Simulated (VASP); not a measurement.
# Mo in VASP: notebook

The runs below take Mo through relaxation of the atoms, with PBE.

Everything below comes from runs of VASP 6.6.1. Logs are shortened: lines on timing, memory, paths and dates and some standing lists are left out, and cuts for length are marked.

### 1 The cell of the first run

The cell holds a slab with vacuum, 5 atoms: a = 2.737 Å, b = 2.737 Å, c = 24.940 Å, α = 90.00°, β = 90.00°, γ = 109.47°.

### 2 Relaxation of the atoms, PBE

INCAR

```
SYSTEM = Mo
PREC = Accurate
ENCUT = 520
EDIFF = 1E-6
ISMEAR = -1
SIGMA = 0.1
LREAL = .False.
LASPH = .True.
NELM = 80
ALGO = Normal
ISIF = 2
LWAVE = .False.
LCHARG = .False.
LDIPOL = .True.
IDIPOL = 3
DIPOL = 0.5 0.5 0.500
GGA = PE
IBRION = 2
NSW = 60
EDIFFG = -0.01
KPAR = 4
```

KPOINTS

```
regular mesh
0
Gamma
  13 13 1
  0 0 0
```

POSCAR

```
Mo
1.0
    2.7373676766      0.0000000000      0.0000000000
   -0.9124558922      2.5808149956      0.0000000000
    0.0000000000      0.0000000000     24.9402000000
Mo
5
Direct
    0.0000000000      0.0000000000      0.3207671674
    0.5000000000      0.5000000000      0.4103835834
    0.0000000000      0.0000000000      0.5000000000
    0.5000000000      0.5000000000      0.5896164166
    0.0000000000      0.0000000000      0.6792328326
```

Potentials or basis: VASP PAW PBE potentials, release 64 (Mo_sv).

The run is started by

```console
$ cat potpaw_PBE.64/Mo_sv/POTCAR > POTCAR
$ mpirun -np 4 vasp_std > vasp.out
```

OUTCAR:

```text
SYSTEM = Mo
   PREC = Accurate
   ENCUT = 520
   EDIFF = 1E-6
   ISMEAR = -1
   LREAL = .False.
   LASPH = .True.
   NELM = 80
   ISIF = 2
   GGA = PE
   IBRION = 2
   NSW = 60
   EDIFFG = -0.01

 ion  position               nearest neighbor table
   1  0.000  0.000  0.321-   2 2.74   2 2.74   2 3.16   2 3.16
   2  0.500  0.500  0.410-   1 2.74   1 2.74   3 2.74   3 2.74   1 3.16   1 3.16   3 3.16   3 3.16

   3  0.000  0.000  0.500-   2 2.74   4 2.74   2 2.74   4 2.74   2 3.16   4 3.16   2 3.16   4 3.16

   4  0.500  0.500  0.590-   5 2.74   5 2.74   3 2.74   3 2.74   5 3.16   5 3.16   3 3.16   3 3.16

   5  0.000  0.000  0.679-   4 2.74   4 2.74   4 3.16   4 3.16

  LATTYP: Found a base centered orthorhombic cell.
 ALAT       =     3.1608399299
 B/A-ratio  =     1.4142135624
 C/A-ratio  =     7.8903710891

  Lattice vectors:

 A1 = (   2.7373676766,   0.0000000000,   0.0000000000)
 A2 = (  -0.9124558922,   2.5808149956,   0.0000000000)
 A3 = (   0.0000000000,   0.0000000000,  24.9402000000)

Analysis of symmetry for initial positions (statically):
=====================================================================
 Subroutine PRICEL returns:
 Original cell was already a primitive cell.

 Routine SETGRP: Setting up the symmetry group for a
 base centered orthorhombic supercell.

 Subroutine GETGRP returns: Found  8 space group operations
 (whereof  8 operations were pure point group operations)
 out of a pool of  8 trial point group operations.

The static configuration has the point symmetry D_2h.

Analysis of symmetry for dynamics (positions and initial velocities):
=====================================================================
 Subroutine PRICEL returns:
 Original cell was already a primitive cell.

 Routine SETGRP: Setting up the symmetry group for a
 base centered orthorhombic supercell.

 Subroutine GETGRP returns: Found  8 space group operations
 (whereof  8 operations were pure point group operations)
 out of a pool of  8 trial point group operations.

The dynamic configuration has the point symmetry D_2h.

 Subroutine INISYM returns: Found  8 space group operations
 (whereof  8 operations are pure point group operations),
 and found     1 'primitive' translations

----------------------------------------------------------------------------------------

                                     Primitive cell

  volume of cell :     176.1935

  direct lattice vectors                    reciprocal lattice vectors
     2.737367677  0.000000000  0.000000000     0.365314462  0.129158167  0.000000000
    -0.912455892  2.580814996  0.000000000     0.000000000  0.387474500  0.000000000
     0.000000000  0.000000000 24.940200000     0.000000000  0.000000000  0.040095909

  length of vectors
     2.737367677  2.737367677 24.940200000     0.387474500  0.387474500  0.040095909

  position of ions in fractional coordinates (direct lattice)
     0.000000000  0.000000000  0.320767167
     0.500000000  0.500000000  0.410383583
     0.000000000  0.000000000  0.500000000
     0.500000000  0.500000000  0.589616417
     0.000000000  0.000000000  0.679232833

  ion indices of the primitive-cell ions
   primitive index   ion index
                 1           1
                 2           2
                 3           3
                 4           4
                 5           5

----------------------------------------------------------------------------------------

 KPOINTS: regular mesh

Automatic generation of k-mesh.
 Grid dimensions read from file:
 generate k-points for:   13   13    1

 Generating k-lattice:

  Cartesian coordinates                     Fractional coordinates (reciprocal lattice)
     0.028101112  0.009935244  0.000000000     0.076923077  0.000000000  0.000000000
     0.000000000  0.029805731  0.000000000     0.000000000  0.076923077  0.000000000
     0.000000000  0.000000000  0.040095909     0.000000000  0.000000000  1.000000000

  Length of vectors
     0.029805731  0.029805731  0.040095909

  Shift w.r.t. Gamma in fractional coordinates (k-lattice)
     0.000000000  0.000000000  0.000000000

 Subroutine IBZKPT returns following result:
 ===========================================

 Found     49 irreducible k-points:

 Following reciprocal coordinates:
            Coordinates               Weight
  0.000000  0.000000  0.000000      1.000000
  0.076923 -0.000000  0.000000      4.000000
  0.153846 -0.000000  0.000000      4.000000
  0.230769  0.000000  0.000000      4.000000
  0.307692 -0.000000  0.000000      4.000000
  0.384615  0.000000  0.000000      4.000000
[... 16 lines left out ...]
  0.384615  0.153846  0.000000      4.000000
  0.461538  0.153846  0.000000      4.000000
 [... further k-points ...]
   k-points           NKPTS =     49   k-points in BZ     NKDIM =     49   number of bands    NBANDS=     42
   number of dos      NEDOS =    301   number of ions     NIONS =      5
   total plane-waves  NPLWV =  76800
   dimension x,y,z NGX =    20 NGY =   20 NGZ =  192
   dimension x,y,z NGXF=    40 NGYF=   40 NGZF=  384
   ions per type =               5
   NGX,Y,Z   is equivalent  to a cutoff of  12.15, 12.15, 12.80 a.u.
   NGXF,Y,Z  is equivalent  to a cutoff of  24.29, 24.29, 25.60 a.u.
 SYSTEM =  Mo
   PREC   = accura    normal or accurate (medium, high low for compatibility)
   ISTART =      0    job   : 0-new  1-cont  2-samecut
   ICHARG =      2    charge: 1-file 2-atom 10-const
   ISPIN  =      1    spin polarized calculation?
   LNONCOLLINEAR =      F non collinear calculations
   LSORBIT =      F    spin-orbit coupling
   LASPH  =      T    aspherical Exc in radial PAW
   ENCUT  =  520.0 eV  38.22 Ry    6.18 a.u.   5.09  5.09 46.37*2*pi/ulx,y,z
   NELM   =     80;   NELMIN=  2; NELMDL= -5     # of ELM steps
   EDIFF  = 0.1E-05   stopping-criterion for ELM
   LREAL  =      F    real-space projection
   EDIFFG = -.1E-01   stopping-criterion for IOM
   NSW    =     60    number of steps for IOM
   IBRION =      2    ionic relax: 0-MD 1-quasi-New 2-CG
   NFREE  =      1    steps in history (QN), initial steepest desc. (CG)
   ISIF   =      2    stress and relaxation
   ISYM   =      2    0-nonsym 1-usesym 2-fastsym
   POTIM  = 0.5000    time-step for ionic-motion
   TEBEG  =    0.0;   TEEND  =   0.0 temperature during run
   PSTRESS=    0.0 pullay stress
   NELECT =      70.0000    total number of electrons
   NUPDOWN=      -1.0000    fix difference up-down
   EMIN   =  10.00;   EMAX   =-10.00  energy-range for DOS
   EFERMI =   0.00;   METHOD = LEGACY
   ISMEAR =    -1;   SIGMA  =   0.10  broadening in eV -4-tet -1-fermi 0-gaus
   EFERMI_NEDOS =   21; number of points for ismear=-14 and -15
   IALGO  =     38    algorithm
   IMIX   =      4    mixing-type and parameters
     AMIX     =   0.40;   BMIX     =  1.00
     AMIX_MAG =   1.60;   BMIX_MAG =  1.00
  volume/ion in A,a.u.               =      35.24       237.80
  Fermi-wavevector in a.u.,A,eV,Ry     =   1.203495  2.274275 19.706673  1.448400
  Thomas-Fermi vector in A             =   2.339247
   LORBIT       =      0    0 simple, 1 ext, 2 COOP (PROOUT), +10 PAW based schemes
   GGA     = PE    functional components
   LHFCALC =     F    Hartree Fock is set to
   AEXX    =    0.0000 exact exchange contribution
   IVDW    =     0    specifies the selected vdW correction
   LEPSILON=     F    determine dielectric tensor
   LRPA    =     F    only Hartree local field effects (RPA)
 conjugate gradient relaxation of ions
 non-spin polarized calculation
  energy-cutoff  :      520.00
  volume of cell :      176.19
 maximum number of plane-waves:      4788
   NGX = 11   NGY = 11   NGZ = 93

--------------------------------------- Ionic step        1  -------------------------------------------

 number of electron      69.9999988 magnetization

 Free energy of the ion-electron system (eV)
  ---------------------------------------------------
  ext. energy  EPLUGINS =         0.00000000
  ---------------------------------------------------
  free energy    TOTEN  =       -52.22128673 eV

  energy without entropy =      -52.06786345  energy(sigma->0) =      -52.14457509

------------------------ aborting loop because EDIFF is reached ----------------------------------------

  FORCE on cell =-STRESS in cart. coord.  units (eV):
  Direction    XX          YY          ZZ          XY          YZ          ZX
  --------------------------------------------------------------------------------------
  -------------------------------------------------------------------------------------
  Total       -4.2610003     -4.0832606     -2.6303277      0.2513619      0.0000000      0.0000000
  in kB      -38.7464759    -37.1302389    -23.9183106      2.2857043      0.0000000      0.0000000
  external PRESSURE =     -33.2650084 kB  Pullay stress =       0.0000000 kB
[... 293 lines left out ...]
  FREE ENERGIE OF THE ION-ELECTRON SYSTEM (eV)
  ---------------------------------------------------
  free  energy   TOTEN  =       -52.2874235317 eV

  energy  without entropy=      -52.1445870154  energy(sigma->0) =      -52.21600527

 dipolmoment           0.000000      0.000000      0.000000 electrons x Angstroem

--------------------------------------- Ionic step        9  -------------------------------------------

 number of electron      69.9999993 magnetization

 dipolmoment           0.000000      0.000000     -0.000000 electrons x Angstroem

 Free energy of the ion-electron system (eV)
  ---------------------------------------------------
  ext. energy  EPLUGINS =         0.00000000
  ---------------------------------------------------
  free energy    TOTEN  =       -52.28746804 eV

  energy without entropy =      -52.14490431  energy(sigma->0) =      -52.21618617

 E-fermi :   3.1600     XC(G=0):  -6.7852

 val. band max:        3.1592548641   @ k =  -0.2308   0.2308   0.0000
 cond. band min:       3.1725675745   @ k =  -0.2308   0.1538   0.0000
 fundamental gap:      0.0133127104
 Fermi energy:         3.1600132590

 k-point     1 :       0.0000    0.0000    0.0000
  band No.  band energies     occupation
      1     -58.1389      2.00000
      2     -58.0880      2.00000
      3     -57.9640      2.00000
      4     -57.7997      2.00000
      5     -57.7954      2.00000
      6     -32.7230      2.00000
[... 1069 lines left out ...]
     41       5.1424      0.00000
     42       5.3948      0.00000

 [... further k-points ...]

------------------------ aborting loop because EDIFF is reached ----------------------------------------

 vacuum level on the upper side and lower side of the slab       (xc-potential included)        -0.164        -0.164

  FORCE on cell =-STRESS in cart. coord.  units (eV):
  Direction    XX          YY          ZZ          XY          YZ          ZX
  --------------------------------------------------------------------------------------
  -------------------------------------------------------------------------------------
  Total       -2.2411335     -2.2767857     -0.0299683     -0.0504199      0.0000000      0.0000000
  in kB      -20.3792578    -20.7034535     -0.2725103     -0.4584819      0.0000000      0.0000000
  external PRESSURE =     -13.7850739 kB  Pullay stress =       0.0000000 kB

 VOLUME and BASIS-vectors are now :
 -----------------------------------------------------------------------------
  energy-cutoff  :      520.00
  volume of cell :      176.19
      direct lattice vectors                 reciprocal lattice vectors
     2.737367677  0.000000000  0.000000000     0.365314462  0.129158167  0.000000000
    -0.912455892  2.580814996  0.000000000     0.000000000  0.387474500  0.000000000
     0.000000000  0.000000000 24.940200000     0.000000000  0.000000000  0.040095909
[... 11 lines left out ...]
  FREE ENERGIE OF THE ION-ELECTRON SYSTEM (eV)
  ---------------------------------------------------
  free  energy   TOTEN  =       -52.2874680418 eV

  energy  without entropy=      -52.1449043068  energy(sigma->0) =      -52.21618617

 reached required accuracy - stopping structural energy minimisation

 vacuum level on the upper side and lower side of the slab         7.519         7.519
```

Run time: 6.5 min. Hardware: 4 MPI ranks of Intel Xeon 6975P-C (Granite Rapids), shared host; peak memory 0.42 GiB.

Results:

| Property | Result |
| --- | --- |
| Free energy | -52.2875 eV |
| Energy gained by relaxing | 13.2 meV/atom |
| Ionic steps | 9 |
| Band gap on the k mesh | zero (bands 35 and 36 overlap by 2.21 eV) |

Step by step:
```csv
step,energy change (eV),largest force (eV/Å),pressure (GPa)
1,0.0000,0.6302,-3.33
2,-0.0506,0.2994,-2.67
3,-0.0574,0.1191,-2.27
4,-0.0601,0.1057,-2.11
5,-0.0652,0.0604,-1.64
6,-0.0616,0.1186,-0.66
7,-0.0661,0.0294,-1.35
8,-0.0661,0.0218,-1.40
9,-0.0662,0.0007,-1.38
```

Final structure:
```
CELL_PARAMETERS angstrom
2.73737 0.00000 0.00000
-0.91246 2.58081 0.00000
0.00000 0.00000 24.94020
ATOMIC_POSITIONS crystal
Mo 0.00000 0.00000 0.32426
Mo 0.50000 0.50000 0.40976
Mo 0.00000 0.00000 0.50000
Mo 0.50000 0.50000 0.59024
Mo 0.00000 0.00000 0.67574
```

Levels at points of the mesh, in eV from the Fermi level:
```csv
k point,band 31,band 32,band 33,band 34,band 35,band 36,band 37,band 38,band 39,band 40
"(0.00, 0.00, 0.00)",-1.42,-1.28,-1.25,-1.15,-0.90,-0.38,0.50,1.09,1.25,1.25
```

[end of part 1 of 2]
